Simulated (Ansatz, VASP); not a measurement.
## GaSb: VASP beside Ansatz

The input INCAR:

```
SYSTEM = GaSb
PREC = Accurate
ENCUT = 520
EDIFF = 1E-6
ISMEAR = 0
SIGMA = 0.15
LREAL = .False.
LASPH = .True.
NELM = 80
ALGO = Normal
ISIF = 2
LWAVE = .False.
LCHARG = .False.
GGA = PE
NBANDS = 16
```

KPOINTS

```
regular mesh
0
Gamma
  16 16 16
  0 0 0
```

POSCAR

```
GaSb
1.0
    0.0000000000      3.1379898379      3.1069206316
    3.1379898379      0.0000000000      3.1069206316
    3.1379898379      3.1379898379      0.0000000000
Ga Sb
1 1
Direct
    0.0000000000      0.0000000000      0.0000000000
    0.7500000000      0.7500000000      0.7500000000
```

Input for Ansatz:

```yaml
crystal:
  lattice:
    - [0.0, 3.1379898379, 3.1069206316]
    - [3.1379898379, 0.0, 3.1069206316]
    - [3.1379898379, 3.1379898379, 0.0]
  atoms:
    - { symbol: Ga, position: [0.0, 0.0, 0.0] }
    - { symbol: Sb, position: [0.75, 0.75, 0.75] }
basis:
  ecutwfc: 420
kpoints:
  mp_grid: { grid: [16, 16, 16] }
hamiltonian:
  xc: pbe
scf:
  occupations: { method: gaussian, width: 0.15 }
output:
  forces: true
  stress: true
  eigenvalues: true
```

Change from the starting cell: strain +0.0100 x Voigt [1, 1, 0, 0, 0, 0], atoms carried along.

Alike in both runs: task single point; functional PBE; k mesh 16 × 16 × 16; occupations gaussian, width 0.15 eV; no spin polarisation.

```csv
,VASP,Ansatz
version,VASP 6.6.1,Ansatz 0.2.0
potentials or method,"VASP PAW PBE potentials, release 64 (Ga_d, Sb), cutoff 520 eV","scalar-relativistic, plane waves, PAW"
valence electrons in the cell,18,28
```

```tsv
	VASP	Ansatz	Ansatz less VASP
pressure (GPa)	-0.8	-0.9	-0.07
traceless stress, the component that is largest in VASP (GPa)	0.27	0.27	+0.001
```

The functional is the same, so the differences come from potentials, cutoffs and numerics. VASP's potentials hold 18 valence electrons a cell and Ansatz's 28, so a difference there can come from the potentials and not from the codes.

Neither program's run includes spin-orbit coupling.
